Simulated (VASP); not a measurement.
# BaFe2Se2O (Pmn2_1) in VASP: single point with PBE+U

Aim: the single point of BaFe2Se2O with PBE+U.

All numbers are computed with VASP 6.6.1; they aren't measurements. Logs are shortened: lines on timing, memory, paths and dates and some standing lists are left out, and cuts for length are marked.

## 1. The cell of the first run

Symmetry: Pmn2_1, No. 31, orthorhombic system. Conventional cell: a = 10.120 Å, b = 6.861 Å, c = 4.240 Å, α = 90.00°, β = 90.00°, γ = 90.00°. Within 3.5 Å of Ba (site symmetry m) lie 2 O at 2.65 to 2.67 Å and 6 Se at 3.44 to 3.50 Å. Within 2.7 Å of Fe (site symmetry 1) lie 1 O at 1.93 Å and 3 Se at 2.56 to 2.62 Å. Within 2.7 Å of O (site symmetry m) lie 2 Fe at 1.93 Å and 2 Ba at 2.65 to 2.67 Å. Se (site symmetry 1) has 3 Fe at 2.56 to 2.62 Å and 3 Ba at 3.44 to 3.50 Å within 3.5 Å.

## 2. Single point, PBE+U, collinear spin, antiferromagnetic start

Input file INCAR:

```
SYSTEM = BaFe2Se2O
  PREC = Accurate
  ENCUT = 520
  EDIFF = 1E-7
  ISMEAR = 0
  SIGMA = 0.05
  LREAL = .FALSE.
  LASPH = .TRUE.
  NELM = 150
  ALGO = Normal
  ISIF = 2
  LWAVE = .FALSE.
  LCHARG = .FALSE.
  ISPIN = 2
  MAGMOM = 0 0 4 -4 4 -4 0 0 0 0 0 0
  LORBIT = 11
  LMAXMIX = 4
  LDAU = .TRUE.
  LDAUTYPE = 2
  LDAUL = -1 2 -1 -1
  LDAUU = 0 4 0 0
  LDAUJ = 0 0 0 0
  LDAUPRINT = 1
  GGA = PE
  NBANDS = 60
```

Input file KPOINTS:

```
Automatic mesh
0
G
  3 2 2
  0 0 0
```

Input file POSCAR:

```
BaFe2Se2O
1.0
    4.2396449928      0.0000000000      0.0000000000
    0.0000000000     10.1201172695      0.0000000000
    0.0000000000      0.0000000000      6.8607580114
Ba Fe O Se
2 4 2 4
Direct
    0.0005536765      0.5000000000      0.5084304852
    0.5005536765      0.0000000000      0.4915695148
    0.4977831907      0.3368354014      0.1281484117
   -0.0022168093      0.1631645986      0.8718515883
    0.4977831907      0.6631645986      0.1281484117
   -0.0022168093      0.8368354014      0.8718515883
    0.5026591457      0.5000000000      0.2745175886
    0.0026591457      0.0000000000      0.7254824114
    0.0006103983      0.2063723941      0.2392020591
    0.5006103983      0.2936276059      0.7607979409
    0.0006103983      0.7936276059      0.2392020591
    0.5006103983      0.7063723941      0.7607979409
```

Potentials or basis: VASP PAW PBE potentials, release 64 (Ba_sv, Fe, O, Se).

Launch:

```bash
cat potpaw_PBE.64/Ba_sv/POTCAR potpaw_PBE.64/Fe/POTCAR potpaw_PBE.64/O/POTCAR potpaw_PBE.64/Se/POTCAR > POTCAR
mpirun -np 1 vasp_std > vasp.out
```

OUTCAR:

```text
SYSTEM = BaFe2Se2O
   PREC = Accurate
   ENCUT = 520
   EDIFF = 1E-7
   ISMEAR = 0
   LREAL = .FALSE.
   LASPH = .TRUE.
   NELM = 150
   ISIF = 2
   ISPIN = 2
   LORBIT = 11
   GGA = PE

 ion  position               nearest neighbor table
   1  0.001  0.500  0.508-   7 2.65   7 2.67  10 3.44  12 3.44  12 3.44  10 3.44  11 3.50   9 3.50
                             5 3.74   3 3.74   3 3.75   5 3.75
   2  0.501  0.000  0.492-   8 2.65   8 2.67   9 3.44  11 3.44  11 3.44   9 3.44  10 3.50  12 3.50
                             6 3.74   4 3.74   4 3.75   6 3.75
   3  0.498  0.337  0.128-   7 1.93  10 2.56   9 2.60   9 2.62   1 3.74   1 3.75
   4  0.998  0.163  0.872-   8 1.93   9 2.56  10 2.60  10 2.62   2 3.74   2 3.75
   5  0.498  0.663  0.128-   7 1.93  12 2.56  11 2.60  11 2.62   1 3.74   1 3.75
   6  0.998  0.837  0.872-   8 1.93  11 2.56  12 2.60  12 2.62   2 3.74   2 3.75
   7  0.503  0.500  0.275-   3 1.93   5 1.93   1 2.65   1 2.67
   8  0.003  0.000  0.725-   4 1.93   6 1.93   2 2.65   2 2.67
   9  0.001  0.206  0.239-   4 2.56   3 2.60   3 2.62   2 3.44   2 3.44   1 3.50
  10  0.501  0.294  0.761-   3 2.56   4 2.60   4 2.62   1 3.44   1 3.44   2 3.50
  11  0.001  0.794  0.239-   6 2.56   5 2.60   5 2.62   2 3.44   2 3.44   1 3.50
  12  0.501  0.706  0.761-   5 2.56   6 2.60   6 2.62   1 3.44   1 3.44   2 3.50

  LATTYP: Found a simple orthorhombic cell.
 ALAT       =     4.2396449928
 B/A-ratio  =     1.6182387967
 C/A-ratio  =     2.3870199714

  Lattice vectors:

 A1 = (  -4.2396449928,   0.0000000000,   0.0000000000)
 A2 = (   0.0000000000,   0.0000000000,   6.8607580114)
 A3 = (   0.0000000000,  10.1201172695,   0.0000000000)

Analysis of symmetry for initial positions (statically):
=====================================================================
 Subroutine PRICEL returns:
 Original cell was already a primitive cell.

 Routine SETGRP: Setting up the symmetry group for a
 simple orthorhombic supercell.

 Subroutine GETGRP returns: Found  4 space group operations
 (whereof  2 operations were pure point group operations)
 out of a pool of  8 trial point group operations.

The static configuration has the point symmetry C_1h.
 The point group associated with its full space group is C_2v.

Analysis of symmetry for dynamics (positions and initial velocities):
=====================================================================
 Subroutine PRICEL returns:
 Original cell was already a primitive cell.

 Routine SETGRP: Setting up the symmetry group for a
 simple orthorhombic supercell.

 Subroutine GETGRP returns: Found  4 space group operations
[... 321 lines left out ...]
      2     -24.8552      1.00000
      3     -15.6426      1.00000
      4     -15.2969      1.00000
      5     -10.8800      1.00000
      6     -10.4122      1.00000
[... 461 lines left out ...]
     55       6.1599      0.00000
     56       6.4838      0.00000
 Fermi energy:         2.0341586254

 spin component 2

 k-point     1 :       0.0000    0.0000    0.0000
  band No.  band energies     occupation
      1     -24.8583      1.00000
      2     -24.8552      1.00000
      3     -15.6426      1.00000
      4     -15.2969      1.00000
      5     -10.8800      1.00000
      6     -10.4122      1.00000
[... 461 lines left out ...]
     55       6.1599      0.00000
     56       6.4838      0.00000
 [bands above 56 left out]

------------------------ aborting loop because EDIFF is reached ----------------------------------------

  FORCE on cell =-STRESS in cart. coord.  units (eV):
  Direction    XX          YY          ZZ          XY          YZ          ZX
  --------------------------------------------------------------------------------------
  -------------------------------------------------------------------------------------
  Total        0.0482394     -0.7213104     -1.1473658      0.0000000      0.0000000      0.0000000
  in kB        0.2625580     -3.9259582     -6.2448982      0.0000000      0.0000000      0.0000000
  external PRESSURE =      -3.3027661 kB  Pullay stress =       0.0000000 kB

 VOLUME and BASIS-vectors are now :
 -----------------------------------------------------------------------------
  energy-cutoff  :      520.00
  volume of cell :      294.37
      direct lattice vectors                 reciprocal lattice vectors
     4.239644993  0.000000000  0.000000000     0.235868805  0.000000000  0.000000000
     0.000000000 10.120117269  0.000000000     0.000000000  0.098813084  0.000000000
     0.000000000  0.000000000  6.860758011     0.000000000  0.000000000  0.145756489

 POSITION                                       TOTAL-FORCE (eV/Angst)
 -----------------------------------------------------------------------------------
      0.00235      5.06006      3.48822         0.007461      0.000000      0.090501
      2.12217      0.00000      3.37254         0.007461      0.000000     -0.090501
      2.11042      3.40881      0.87920         0.039053     -0.072919     -0.161283
      4.23025      1.65124      5.98156         0.039053      0.072919      0.161283
      2.11042      6.71130      0.87920         0.039053      0.072919     -0.161283
      4.23025      8.46887      5.98156         0.039053     -0.072919      0.161283
      2.13110      5.06006      1.88340        -0.035432      0.000000     -0.131294
      0.01127      0.00000      4.97736        -0.035432      0.000000      0.131294
      0.00259      2.08851      1.64111        -0.025067      0.075637     -0.179020
      2.12241      2.97155      5.21965        -0.025067     -0.075637      0.179020
      0.00259      8.03160      1.64111        -0.025067     -0.075637     -0.179020
      2.12241      7.14857      5.21965        -0.025067      0.075637      0.179020
 -----------------------------------------------------------------------------------
    total drift:                                0.003862     -0.000000     -0.000007

  FREE ENERGIE OF THE ION-ELECTRON SYSTEM (eV)
  ---------------------------------------------------
  free  energy   TOTEN  =       -67.1724763686 eV

  energy  without entropy=      -67.1724763686  energy(sigma->0) =      -67.17247637

 total charge

# of ion       s       p       d       tot
------------------------------------------
    1        2.003   5.615   0.266   7.884
    2        2.003   5.615   0.266   7.884
    3        0.340   0.353   6.068   6.761
    4        0.340   0.353   6.068   6.761
    5        0.340   0.353   6.068   6.761
    6        0.340   0.353   6.068   6.761
    7        1.557   3.455   0.000   5.011
    8        1.557   3.455   0.000   5.011
    9        1.436   2.433   0.018   3.887
   10        1.436   2.433   0.018   3.887
   11        1.436   2.433   0.018   3.887
   12        1.436   2.433   0.018   3.887
--------------------------------------------------
tot         14.224  29.284  24.874  68.382

 magnetization (x)

# of ion       s       p       d       tot
------------------------------------------
    1       -0.000  -0.001  -0.001  -0.003
    2        0.000   0.001   0.001   0.003
    3        0.034   0.043   3.548   3.625
    4       -0.034  -0.043  -3.548  -3.625
    5        0.034   0.043   3.548   3.625
    6       -0.034  -0.043  -3.548  -3.625
    7        0.004   0.119   0.000   0.123
    8       -0.004  -0.119   0.000  -0.123
    9        0.003   0.026   0.000   0.030
   10       -0.003  -0.026  -0.000  -0.030
   11        0.003   0.026   0.000   0.030
   12       -0.003  -0.026  -0.000  -0.030
--------------------------------------------------
tot          0.000   0.000   0.000   0.000
```

OSZICAR:

```text
N       E                     dE             d eps       ncg     rms          rms(c)
DAV:   1     0.901643493261E+03    0.90164E+03   -0.35247E+04  1920   0.137E+03
DAV:   2     0.961998389331E+02   -0.80544E+03   -0.76796E+03  1972   0.348E+02
DAV:   3    -0.647524869831E+02   -0.16095E+03   -0.15601E+03  2792   0.167E+02
[... 34 lines left out ...]
DAV:  38    -0.671724749294E+02   -0.10007E-06   -0.61414E-08  1128   0.225E-03    0.226E-03
DAV:  39    -0.671724754625E+02   -0.53309E-06   -0.10317E-05  2732   0.190E-02    0.267E-03
DAV:  40    -0.671724757267E+02   -0.26424E-06   -0.25834E-05  2984   0.294E-02    0.234E-03
DAV:  41    -0.671724763200E+02   -0.59323E-06   -0.14442E-06  1920   0.635E-03    0.212E-03
DAV:  42    -0.671724763686E+02   -0.48629E-07   -0.27987E-08  1260   0.154E-03
   1 F= -.67172476E+02 E0= -.67172476E+02  d E =-.142445E-14  mag=    -0.0000
```

stdout:

```text
POSCAR found type information on POSCAR BaFeO Se
 POSCAR found :  4 types and      12 ions
 scaLAPACK will be used
 LDA part: xc-table for (Slater+PW92), standard interpolation
 POSCAR, INCAR and KPOINTS ok, starting setup
 FFT: planning ... GRIDC
 FFT: planning ... GRID_SOFT
 FFT: planning ... GRID
 WAVECAR not read
 entering main loop
```

Run time: 23 min. Hardware: 1 thread of AMD EPYC 7R13 (Zen 3), shared host; peak memory 0.57 GiB.

What came out:

* Free energy: -67.1725 eV
* Pressure: -0.3 GPa
* Largest force: 0.196 eV/Å
* Band gap on the k mesh: 1.88 eV (least direct gap 1.96 eV)
* Net moment: 0.00 μB per cell
* Site moments: Ba -0.00, +0.00; Fe +3.62, -3.62 (each value once); O +0.12, -0.12; Se +0.03, -0.03 (each value once) μB
* Valence electrons inside the program's atomic spheres: Ba 7.88; Fe 6.76; O 5.01; Se 3.89

Forces in eV/Å, atoms in the order of the input:
```
Ba   0.007  0.000  0.091
Ba   0.007  0.000 -0.091
Fe   0.039 -0.073 -0.161
Fe   0.039  0.073  0.161
Fe   0.039  0.073 -0.161
Fe   0.039 -0.073  0.161
O   -0.035  0.000 -0.131
O   -0.035  0.000  0.131
Se  -0.025  0.076 -0.179
Se  -0.025 -0.076  0.179
Se  -0.025 -0.076 -0.179
Se  -0.025  0.076  0.179
```

Eigenvalues of the final occupation matrices:
```csv
site,spin,trace,eigenvalues
site 3 d,1,4.82,0.95 0.95 0.97 0.97 0.98
site 3 d,2,1.27,0.04 0.07 0.08 0.15 0.93
site 4 d,1,1.27,0.04 0.07 0.08 0.15 0.93
site 4 d,2,4.82,0.95 0.95 0.97 0.97 0.98
site 5 d,1,4.82,0.95 0.95 0.97 0.97 0.98
site 5 d,2,1.27,0.04 0.07 0.08 0.15 0.93
site 6 d,1,1.27,0.04 0.07 0.08 0.15 0.93
site 6 d,2,4.82,0.95 0.95 0.97 0.97 0.98
```

Caveat: the k points lie up to 0.49 Å⁻¹ apart; spin-orbit coupling is left out, which moves the levels of the heavy elements. The state reached can hang on the start; a lower one may exist.
